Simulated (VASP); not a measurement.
Set up this calculation in VASP 6.6.1, as the native input.

* Task: single point
* Functional: PBEsol
* Potentials or basis: VASP PAW PBE potentials, release 64 (Cd, I)
* Cutoff: 500 eV
* k mesh: 6 × 6 × 4
* Occupations: fermi-dirac, width 0.001 eV
* Spin: no spin polarisation
* Dipole correction: no
* Further INCAR settings: ALGO = Normal; EDIFF = 1e-06; NBANDS = 20

The structure of CdI2 lies in POSCAR:

```
CdI2
1.0
    4.2470087284      0.0000000000      0.0000000000
   -2.1235043642      3.6780174489      0.0000000000
    0.0000000000      0.0000000000      6.8950251473
Cd I
1 2
Direct
    0.0000000000      0.0000000000      0.0000000000
    0.3333333333      0.6666666667      0.2493934756
    0.6666666667      0.3333333333      0.7506065244
```

One way to write it, as run:

INCAR

```
PREC = Accurate
ENCUT = 500
EDIFF = 1E-6
ISMEAR = -1
SIGMA = 0.001
LREAL = False
LASPH = True
NELM = 120
ALGO = Normal
ISIF = 2
LWAVE = False
LCHARG = False
GGA = PS
NBANDS = 20
GGA_COMPAT = False
```

KPOINTS

```
regular mesh
0
Gamma
  6 6 4
```

Potentials or basis: VASP PAW PBE potentials, release 64 (Cd, I).

Run with:

```bash
$ cat potpaw_PBE.64/Cd/POTCAR potpaw_PBE.64/I/POTCAR > POTCAR
$ mpirun -np 1 vasp_std > vasp.out
```

Results of the run:

* Pressure: -0.5 GPa
* Largest force: 0.123 eV/Å
* Band gap on the k mesh: 2.29 eV, indirect (least direct gap 2.49 eV)

Caveat: the PAW data sets were made with another functional, which shifts forces and pressure a little; spin-orbit coupling is left out, which moves the levels of the heavy elements; this functional lacks dispersion, which binds the layers, so the pressure and a relaxed spacing across them are unreliable.

It took 33 s on 1 thread of Intel(R) Xeon(R) Platinum 8375C CPU @ 2.90GHz (Ice Lake), with other jobs on the host, peak memory 0.23 GiB.
